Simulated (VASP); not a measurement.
# GaN (F-43m) in VASP: notebook, part 2 of 2

VASP 6.6.1. The steps go on from the part before.

## Step 3: Single point, PBE (strain -1.0%)

Input file INCAR:

```
PREC = Accurate
ENCUT = 520
EDIFF = 1E-6
ISMEAR = 0
SIGMA = 0.01
LREAL = F
LASPH = T
NELM = 80
ALGO = Normal
ISIF = 2
LWAVE = F
LCHARG = F
GGA = PE
NBANDS = 16
```

Input file KPOINTS:

```
Automatic mesh
0
Gamma
  6 6 6
```

Input file POSCAR:

```
GaN
1.0
    0.0000000000      2.2264630157      2.2264630157
    2.2264630157      0.0000000000      2.2264630157
    2.2264630157      2.2264630157      0.0000000000
Ga N
1 1
Direct
    0.0000000000      0.0000000000      0.0000000000
    0.2500000000      0.2500000000      0.2500000000
```

Potentials or basis: VASP PAW PBE potentials, release 64 (Ga_d, N).

Command:

```console
$ cat potpaw_PBE.64/Ga_d/POTCAR potpaw_PBE.64/N/POTCAR > POTCAR
$ mpirun -np 1 vasp_std > vasp.out
```

Wall time 8.2 s (1 thread of Intel Xeon Platinum 8375C at 2.90GHz (Ice Lake), shared host); peak memory 0.13 GiB.

The run converged. Its results:

```yaml
Free_energy: -12.0941 eV
Pressure: 12.6 GPa
Band_gap_on_the_k_mesh: 1.96 eV
```

Levels at points of the mesh, in eV from the valence-band top:
```
           k point  band 7  band 8  band 9  band 10  band 11  band 12
(0.00, 0.00, 0.00)    0.00    0.00    0.00     1.96    10.53    10.53
(0.50, 0.00, 0.00)   -7.28   -1.01   -1.01     4.89     8.91    10.55
(0.50, 0.50, 0.00)   -6.28   -2.83   -2.83     3.36     6.87    11.97
```

Caveat: the cell differs from its parent crystal (strain -1.0%); the cell stands under pressure.

## Step 4: Single point, PBE (strain +1.0%)

Input file INCAR:

```
PREC     = Accurate       # precision mode
ENCUT    = 520            # plane-wave cutoff, eV
EDIFF    = 1E-6           # SCF threshold, eV
ISMEAR   = 0              # smearing method
SIGMA    = 0.01           # smearing width, eV
LREAL    = False          # projectors in reciprocal space
LASPH    = True           # aspherical terms in the spheres
NELM     = 100            # most SCF steps
ALGO     = Normal         # electronic algorithm
ISIF     = 2              # what is computed and relaxed
LWAVE    = False          # write WAVECAR
LCHARG   = False          # write CHGCAR
GGA      = PE             # functional
NBANDS   = 16             # bands
```

KPOINTS is that of step 3.

Input file POSCAR:

```
GaN
1.0
    0.0000000000      2.2714420665      2.2714420665
    2.2714420665      0.0000000000      2.2714420665
    2.2714420665      2.2714420665      0.0000000000
Ga N
1 1
Direct
    0.0000000000      0.0000000000      0.0000000000
    0.2500000000      0.2500000000      0.2500000000
```

Potentials or basis: VASP PAW PBE potentials, release 64 (Ga_d, N).

Command:

```console
$ cat potpaw_PBE.64/Ga_d/POTCAR potpaw_PBE.64/N/POTCAR > POTCAR
$ mpirun -np 1 vasp_std > vasp.out
```

OUTCAR:

```text
PREC = Accurate
   ENCUT = 520
   EDIFF = 1E-6
   ISMEAR = 0
   LREAL = False
   LASPH = True
   NELM = 100
   ISIF = 2
   GGA = PE

 ion  position               nearest neighbor table
   1  0.000  0.000  0.000-   2 1.97   2 1.97   2 1.97   2 1.97
   2  0.250  0.250  0.250-   1 1.97   1 1.97   1 1.97   1 1.97

  LATTYP: Found a face centered cubic cell.
 ALAT       =     4.5428841330

  Lattice vectors:

 A1 = (   0.0000000000,   2.2714420665,   2.2714420665)
[... 478 lines left out ...]

------------------------ aborting loop because EDIFF is reached ----------------------------------------

  FORCE on cell =-STRESS in cart. coord.  units (eV):
  Direction    XX          YY          ZZ          XY          YZ          ZX
  --------------------------------------------------------------------------------------
  -------------------------------------------------------------------------------------
  Total        0.1018588      0.1018588      0.1018588      0.0000000      0.0000000     -0.0000000
  in kB        6.9626421      6.9626421      6.9626421      0.0000000      0.0000000     -0.0000000
  external PRESSURE =       6.9626421 kB  Pullay stress =       0.0000000 kB

 VOLUME and BASIS-vectors are now :
 -----------------------------------------------------------------------------
  energy-cutoff  :      520.00
  volume of cell :       23.44
      direct lattice vectors                 reciprocal lattice vectors
     0.000000000  2.271442067  2.271442067    -0.220124478  0.220124478  0.220124478
     2.271442067  0.000000000  2.271442067     0.220124478 -0.220124478  0.220124478
     2.271442067  2.271442067  0.000000000     0.220124478  0.220124478 -0.220124478

 POSITION                                       TOTAL-FORCE (eV/Angst)
 -----------------------------------------------------------------------------------
      0.00000      0.00000      0.00000         0.000000      0.000000      0.000000
      1.13572      1.13572      1.13572        -0.000000     -0.000000     -0.000000
 -----------------------------------------------------------------------------------
    total drift:                                0.000002      0.000002      0.000001

  FREE ENERGIE OF THE ION-ELECTRON SYSTEM (eV)
  ---------------------------------------------------
  free  energy   TOTEN  =       -12.1486130389 eV

  energy  without entropy=      -12.1486130389  energy(sigma->0) =      -12.14861304
```

stdout:

```text
POSCAR found type information on POSCAR GaN
 POSCAR found :  2 types and       2 ions
 scaLAPACK will be used
 LDA part: xc-table for (Slater+PW92), standard interpolation
 POSCAR, INCAR and KPOINTS ok, starting setup
 FFT: planning ... GRIDC
 FFT: planning ... GRID_SOFT
 FFT: planning ... GRID
 WAVECAR not read
 entering main loop
```

It took 9 s on 1 thread of Intel Xeon Platinum 8375C at 2.90GHz (Ice Lake), shared host; peak memory 0.13 GiB.

What came out:

- Free energy: -12.1486 eV
- Pressure: 0.7 GPa
- Band gap on the k mesh: 1.57 eV

Levels at points of the mesh, in eV from the valence-band top:
```csv
k point,band 5,band 6,band 7,band 8,band 9,band 10,band 11,band 12,band 13,band 14
"(0.00, 0.00, 0.00)",-13.13,-13.13,0.00,0.00,0.00,1.57,10.15,10.15,10.15,17.28
"(0.50, 0.00, 0.00)",-13.09,-11.88,-6.89,-0.94,-0.94,4.47,8.61,10.24,10.24,15.43
"(0.50, 0.50, 0.00)",-13.06,-11.46,-6.03,-2.62,-2.62,3.34,6.52,11.54,13.71,13.71
```

Caveat: the cell differs from its parent crystal (strain +1.0%).

## Step 5: Overview

| cell | gap on the mesh (eV) | pressure (GPa) |
| --- | --- | --- |
| a = 3.117 Å, angles 60.0°, 2 atoms | 2.15 | 19.8 |
| a = 3.149 Å, angles 60.0°, 2 atoms | 1.96 | 12.6 |
| a = 3.212 Å, angles 60.0°, 2 atoms | 1.57 | 0.7 |

Alike in all rows: task single point; level PBE; potentials or basis VASP PAW PBE potentials, release 64 (Ga_d, N); no spin polarisation; k mesh 6 × 6 × 6; cutoff (eV) 520; smearing gaussian 0.01 eV.

Caveats: the cell stands under pressure (at least some runs).

Absolute energies hang on the potentials; compare differences alone.
